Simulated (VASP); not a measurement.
# PtS2 (P1) in VASP: a series of runs

PtS2 is run at these levels: PBE; tasks: single point.

All numbers are computed with VASP 6.6.1; they aren't measurements. Logs are shortened: lines on timing, memory, paths and dates and some standing lists are left out, and cuts for length are marked.

**1. The cell of the first run**

The typed cell holds 3 atoms: a = 3.543 Å, b = 3.543 Å, c = 5.039 Å, α = 90.00°, β = 90.00°, γ = 120.00°.

**2. Single point, PBE (atom 2 (S) moved by (+0.300, -0.300) A along [1 1 0] and z)**

The input, INCAR:

```
PREC     = Accurate       # precision mode
ENCUT    = 520            # plane-wave cutoff, eV
EDIFF    = 1E-7           # SCF threshold, eV
ISMEAR   = 0              # smearing method
SIGMA    = 0.05           # smearing width, eV
LREAL    = False          # projectors in reciprocal space
LASPH    = True           # aspherical terms in the spheres
NELM     = 100            # most SCF steps
ALGO     = Normal         # electronic algorithm
ISIF     = 2              # what is computed and relaxed
LWAVE    = False          # write WAVECAR
LCHARG   = True           # write CHGCAR
GGA      = PE             # functional
LELF     = True           # ELF
LVHAR    = True         
NBANDS   = 18             # bands
```

The input, KPOINTS:

```
Automatic mesh
0
Gamma
  12 12 8
```

The input, POSCAR:

```
PtS2
1.0
    3.5431994758      0.0000000000      0.0000000000
   -1.7715997379      3.0685007567      0.0000000000
    0.0000000000      0.0000000000      5.0388000000
Pt S
1 2
Direct
    0.0000000000      0.0000000000      0.0000000000
    0.4277695974      0.7357988101      0.1904620148
    0.6666666667      0.3333333333      0.7500000000
```

Potentials or basis: VASP PAW PBE potentials, release 64 (Pt, S).

Command:

```console
$ cat potpaw_PBE.64/Pt/POTCAR potpaw_PBE.64/S/POTCAR > POTCAR
$ mpirun -np 1 vasp_std > vasp.out
```

OUTCAR:

```text
PREC = Accurate
   ENCUT = 520
   EDIFF = 1E-7
   ISMEAR = 0
   LREAL = False
   LASPH = True
   NELM = 100
   ISIF = 2
   GGA = PE

 ion  position               nearest neighbor table
   1  0.000  0.000  0.000-   2 2.00   2 2.35   3 2.40   3 2.40   3 2.40   2 2.46
   2  0.428  0.736  0.190-   1 2.00   1 2.35   1 2.46
   3  0.667  0.333  0.750-   1 2.40   1 2.40   1 2.40

  LATTYP: Found a hexagonal cell.
 ALAT       =     3.5431994758
 C/A-ratio  =     1.4221045229

  Lattice vectors:

 A1 = (   3.5431994758,   0.0000000000,   0.0000000000)
 A2 = (  -1.7715997379,   3.0685007567,   0.0000000000)
 A3 = (   0.0000000000,   0.0000000000,   5.0388000000)

Analysis of symmetry for initial positions (statically):
=====================================================================
 Subroutine PRICEL returns:
 Original cell was already a primitive cell.

 Routine SETGRP: Setting up the symmetry group for a
 hexagonal supercell.

 Subroutine GETGRP returns: Found  1 space group operations
 (whereof  1 operations were pure point group operations)
 out of a pool of 24 trial point group operations.

The static configuration has the point symmetry C_1 .

Analysis of symmetry for dynamics (positions and initial velocities):
=====================================================================
 Subroutine PRICEL returns:
 Original cell was already a primitive cell.

 Routine SETGRP: Setting up the symmetry group for a
 hexagonal supercell.

 Subroutine GETGRP returns: Found  1 space group operations
 (whereof  1 operations were pure point group operations)
 out of a pool of 24 trial point group operations.

The dynamic configuration has the point symmetry C_1 .

 Subroutine INISYM returns: Found  1 space group operations
 (whereof  1 operations are pure point group operations),
 and found     1 'primitive' translations

----------------------------------------------------------------------------------------

                                     Primitive cell

  volume of cell :      54.7834

  direct lattice vectors                    reciprocal lattice vectors
     3.543199476  0.000000000  0.000000000     0.282230794  0.162946025  0.000000000
    -1.771599738  3.068500757  0.000000000     0.000000000  0.325892049  0.000000000
     0.000000000  0.000000000  5.038800000     0.000000000  0.000000000  0.198459951

  length of vectors
     3.543199476  3.543199476  5.038800000     0.325892049  0.325892049  0.198459951

  position of ions in fractional coordinates (direct lattice)
     0.000000000  0.000000000  0.000000000
     0.427769597  0.735798810  0.190462015
     0.666666667  0.333333333  0.750000000

  ion indices of the primitive-cell ions
   primitive index   ion index
                 1           1
                 2           2
                 3           3

----------------------------------------------------------------------------------------

 KPOINTS: Automatic mesh

Automatic generation of k-mesh.
 Grid dimensions read from file:
 generate k-points for:   12   12    8

 Generating k-lattice:

  Cartesian coordinates                     Fractional coordinates (reciprocal lattice)
     0.023519233  0.013578835  0.000000000     0.083333333  0.000000000  0.000000000
     0.000000000  0.027157671  0.000000000     0.000000000  0.083333333  0.000000000
     0.000000000  0.000000000  0.024807494     0.000000000  0.000000000  0.125000000

  Length of vectors
     0.027157671  0.027157671  0.024807494

  Shift w.r.t. Gamma in fractional coordinates (k-lattice)
     0.000000000  0.000000000  0.000000000

 Subroutine IBZKPT returns following result:
 ===========================================

 Found    580 irreducible k-points:

 Following reciprocal coordinates:
            Coordinates               Weight
  0.000000  0.000000  0.000000      1.000000
  0.083333  0.000000  0.000000      2.000000
  0.000000  0.083333  0.000000      2.000000
 -0.083333  0.083333  0.000000      2.000000
  0.166667  0.000000  0.000000      2.000000
  0.000000  0.166667  0.000000      2.000000
[... 16 lines left out ...]
  0.166667  0.083333  0.000000      2.000000
 -0.083333  0.250000  0.000000      2.000000
 [... further k-points ...]
   k-points           NKPTS =    580   k-points in BZ     NKDIM =    580   number of bands    NBANDS=     18
   number of dos      NEDOS =    301   number of ions     NIONS =      3
   total plane-waves  NPLWV =  31360
   dimension x,y,z NGX =    28 NGY =   28 NGZ =   40
   dimension x,y,z NGXF=    56 NGYF=   56 NGZF=   80
   ions per type =               1   2
   NGX,Y,Z   is equivalent  to a cutoff of  13.14, 13.14, 13.20 a.u.
   NGXF,Y,Z  is equivalent  to a cutoff of  26.28, 26.28, 26.39 a.u.
 SYSTEM =  unknown system
   PREC   = accura    normal or accurate (medium, high low for compatibility)
   ISTART =      0    job   : 0-new  1-cont  2-samecut
   ICHARG =      2    charge: 1-file 2-atom 10-const
   ISPIN  =      1    spin polarized calculation?
   LNONCOLLINEAR =      F non collinear calculations
   LSORBIT =      F    spin-orbit coupling
   LASPH  =      T    aspherical Exc in radial PAW
   ENCUT  =  520.0 eV  38.22 Ry    6.18 a.u.   6.59  6.59  9.37*2*pi/ulx,y,z
   NELM   =    100;   NELMIN=  2; NELMDL= -5     # of ELM steps
   EDIFF  = 0.1E-06   stopping-criterion for ELM
   LREAL  =      F    real-space projection
   EDIFFG = 0.1E-05   stopping-criterion for IOM
   NSW    =      0    number of steps for IOM
   IBRION =     -1    ionic relax: 0-MD 1-quasi-New 2-CG
   NFREE  =      0    steps in history (QN), initial steepest desc. (CG)
   ISIF   =      2    stress and relaxation
   ISYM   =      2    0-nonsym 1-usesym 2-fastsym
   POTIM  = 0.5000    time-step for ionic-motion
   TEBEG  =    0.0;   TEEND  =   0.0 temperature during run
   PSTRESS=    0.0 pullay stress
   NELECT =      22.0000    total number of electrons
   NUPDOWN=      -1.0000    fix difference up-down
   EMIN   =  10.00;   EMAX   =-10.00  energy-range for DOS
   EFERMI =   0.00;   METHOD = LEGACY
   ISMEAR =     0;   SIGMA  =   0.05  broadening in eV -4-tet -1-fermi 0-gaus
   EFERMI_NEDOS =   21; number of points for ismear=-14 and -15
   IALGO  =     38    algorithm
   IMIX   =      4    mixing-type and parameters
     AMIX     =   0.40;   BMIX     =  1.00
     AMIX_MAG =   1.60;   BMIX_MAG =  1.00
  volume/ion in A,a.u.               =      18.26       123.23
  Fermi-wavevector in a.u.,A,eV,Ry     =   1.207812  2.282434 19.848319  1.458810
  Thomas-Fermi vector in A             =   2.343439
   LORBIT       =      0    0 simple, 1 ext, 2 COOP (PROOUT), +10 PAW based schemes
   GGA     = PE    functional components
   LHFCALC =     F    Hartree Fock is set to
   AEXX    =    0.0000 exact exchange contribution
   IVDW    =     0    specifies the selected vdW correction
   LEPSILON=     F    determine dielectric tensor
   LRPA    =     F    only Hartree local field effects (RPA)
 non-spin polarized calculation
 Gauss-broadening in eV      SIGMA  =   0.05
  energy-cutoff  :      520.00
  volume of cell :       54.78
 maximum number of plane-waves:      1507
   NGX = 13   NGY = 13   NGZ = 19

 number of electron      22.0000001 magnetization

 Free energy of the ion-electron system (eV)
  ---------------------------------------------------
  ext. energy  EPLUGINS =         0.00000000
  ---------------------------------------------------
  free energy    TOTEN  =       -14.03375508 eV

  energy without entropy =      -14.03375508  energy(sigma->0) =      -14.03375508

 E-fermi :   7.2232     XC(G=0): -10.5330

 val. band max:        7.0201095766   @ k =  -0.1667   0.0000   0.1250
 cond. band min:       7.4290917566   @ k =   0.3333   0.3333   0.0000
 fundamental gap:      0.4089821799
 Fermi energy:         7.2231641175

 k-point     1 :       0.0000    0.0000    0.0000
  band No.  band energies     occupation
      1      -9.1633      2.00000
      2      -5.6575      2.00000
      3      -0.8799      2.00000
      4      -0.5533      2.00000
      5      -0.2557      2.00000
      6       2.3758      2.00000
[... 10 lines left out ...]
     17      15.5608      0.00000
     18      18.1826      0.00000

 k-point     2 :       0.0833    0.0000    0.0000
  band No.  band energies     occupation
      1      -9.0635      2.00000
      2      -5.7310      2.00000
      3      -0.7870      2.00000
      4      -0.4411      2.00000
      5      -0.1591      2.00000
      6       2.2088      2.00000
[... 10 lines left out ...]
     17      15.2801      0.00000
     18      17.5195      0.00000

 k-point     3 :       0.0000    0.0833    0.0000
  band No.  band energies     occupation
      1      -9.0783      2.00000
      2      -5.7064      2.00000
      3      -0.8437      2.00000
      4      -0.5265      2.00000
      5      -0.1524      2.00000
      6       2.2811      2.00000
[... 10 lines left out ...]
     17      15.7128      0.00000
     18      17.9835      0.00000

 k-point     4 :      -0.0833    0.0833    0.0000
  band No.  band energies     occupation
      1      -9.0720      2.00000
      2      -5.7125      2.00000
      3      -0.8606      2.00000
      4      -0.4384      2.00000
      5      -0.1978      2.00000
      6       2.2229      2.00000
[... 10 lines left out ...]
     17      15.6955      0.00000
     18      17.7126      0.00000

 k-point     5 :       0.1667    0.0000    0.0000
  band No.  band energies     occupation
      1      -8.7751      2.00000
      2      -5.9173      2.00000
      3      -0.5221      2.00000
      4      -0.1329      2.00000
      5       0.1025      2.00000
      6       1.7495      2.00000
[... 10 lines left out ...]
     17      15.3892      0.00000
     18      16.7759      0.00000

 k-point     6 :       0.0000    0.1667    0.0000
  band No.  band energies     occupation
      1      -8.8349      2.00000
      2      -5.8362      2.00000
      3      -0.7383      2.00000
      4      -0.4497      2.00000
      5       0.1283      2.00000
      6       2.0545      2.00000
[... 10 lines left out ...]
     17      16.1934      0.00000
     18      17.1190      0.00000

 k-point     7 :      -0.1667    0.1667    0.0000
  band No.  band energies     occupation
      1      -8.8090      2.00000
      2      -5.8582      2.00000
      3      -0.7539      2.00000
      4      -0.2517      2.00000
      5       0.0308      2.00000
      6       1.9450      2.00000
[... 10 lines left out ...]
     17      16.1376      0.00000
     18      16.8988      0.00000

 k-point     8 :       0.2500   -0.0000    0.0000
  band No.  band energies     occupation
      1      -8.3358      2.00000
      2      -6.1409      2.00000
      3      -0.1513      2.00000
      4       0.2515      2.00000
      5       0.3986      2.00000
      6       1.2158      2.00000
[... 10 lines left out ...]
     17      15.8075      0.00000
     18      16.0511      0.00000
[... 229 lines left out ...]
     17      15.7173      0.00000
     18      17.5514      0.00000

 k-point    20 :       0.0833    0.0833    0.0000
  band No.  band energies     occupation
      1      -8.8908      2.00000
      2      -5.8332      2.00000
      3      -0.6434      2.00000
      4      -0.4052      2.00000
      5       0.0699      2.00000
      6       2.0477      2.00000
[... 10 lines left out ...]
     17      15.7274      0.00000
     18      17.0694      0.00000

 k-point    21 :      -0.0833    0.1667    0.0000
  band No.  band energies     occupation
      1      -8.9145      2.00000
      2      -5.7870      2.00000
      3      -0.8483      2.00000
      4      -0.3891      2.00000
      5      -0.0490      2.00000
      6       2.1246      2.00000
[... 10 lines left out ...]
     17      16.1798      0.00000
     18      17.6250      0.00000

 k-point    22 :      -0.1667    0.0833    0.0000
  band No.  band energies     occupation
      1      -8.8727      2.00000
      2      -5.8483      2.00000
      3      -0.6761      2.00000
      4      -0.2101      2.00000
      5      -0.0166      2.00000
      6       1.9243      2.00000
[... 10 lines left out ...]
     17      15.7992      0.00000
     18      16.8466      0.00000

 k-point    23 :       0.1667    0.0833    0.0000
  band No.  band energies     occupation
      1      -8.5317      2.00000
      2      -6.0369      2.00000
      3      -0.3240      2.00000
      4      -0.0893      2.00000
      5       0.3839      2.00000
      6       1.5447      2.00000
[... 10 lines left out ...]
     17      15.8001      0.00000
     18      16.5529      0.00000

 k-point    24 :      -0.0833    0.2500    0.0000
  band No.  band energies     occupation
      1      -8.6132      2.00000
      2      -5.9303      2.00000
      3      -0.7456      2.00000
      4      -0.3180      2.00000
      5       0.2450      2.00000
      6       1.9530      2.00000
[... 10 lines left out ...]
     17      16.4871      0.00000
     18      16.7653      0.00000

 [... further k-points ...]

------------------------ aborting loop because EDIFF is reached ----------------------------------------

  FORCE on cell =-STRESS in cart. coord.  units (eV):
  Direction    XX          YY          ZZ          XY          YZ          ZX
  --------------------------------------------------------------------------------------
  -------------------------------------------------------------------------------------
  Total       11.5424734      5.0673364      6.2091642      3.8638148     -3.8757505     -5.6839726
  in kB      337.5674045    148.1976662    181.5911881    112.9998654   -113.3489332   -166.2316055
  external PRESSURE =     222.4520863 kB  Pullay stress =       0.0000000 kB

 VOLUME and BASIS-vectors are now :
 -----------------------------------------------------------------------------
  energy-cutoff  :      520.00
  volume of cell :       54.78
      direct lattice vectors                 reciprocal lattice vectors
     3.543199476  0.000000000  0.000000000     0.282230794  0.162946025  0.000000000
    -1.771599738  3.068500757  0.000000000     0.000000000  0.325892049  0.000000000
     0.000000000  0.000000000  5.038800000     0.000000000  0.000000000  0.198459951

 POSITION                                       TOTAL-FORCE (eV/Angst)
 -----------------------------------------------------------------------------------
      0.00000      0.00000      0.00000         5.070576      3.385085     -4.858239
      0.21213      2.25780      0.95970        -5.484493     -3.741612      5.314944
      1.77160      1.02283      3.77910         0.413917      0.356527     -0.456705
 -----------------------------------------------------------------------------------
    total drift:                                0.000034     -0.000073      0.000106

  FREE ENERGIE OF THE ION-ELECTRON SYSTEM (eV)
  ---------------------------------------------------
  free  energy   TOTEN  =       -14.0337550824 eV

  energy  without entropy=      -14.0337550824  energy(sigma->0) =      -14.03375508
```

Wall time 17 min (1 thread of Intel Xeon 8259CL, shared host); peak memory 0.62 GiB.

Results:

| Property | Result |
| --- | --- |
| Free energy | -14.0338 eV |
| Pressure | 22.2 GPa |
| Largest force | 8.505 eV/Å |
| Band gap on the k mesh | 0.41 eV (least direct gap 0.65 eV) |

Forces on the atoms (eV/Å):
```
Pt   5.071  3.385 -4.858
S   -5.484 -3.742  5.315
S    0.414  0.357 -0.457
```

Stress tensor (GPa, compression positive):
```
 33.76  11.30 -16.62
 11.30  14.82 -11.33
-16.62 -11.33  18.16
```

Caveat: the cell differs from its parent crystal (atom 2 (S) moved by (+0.300, -0.300) A along [1 1 0] and z); the cell stands under pressure; spin-orbit coupling is left out, which moves the levels of the heavy elements; forces of over 1 eV/Å act on the atoms, so gaps and moduli don't describe the material at rest.

[end of part 1 of 2]
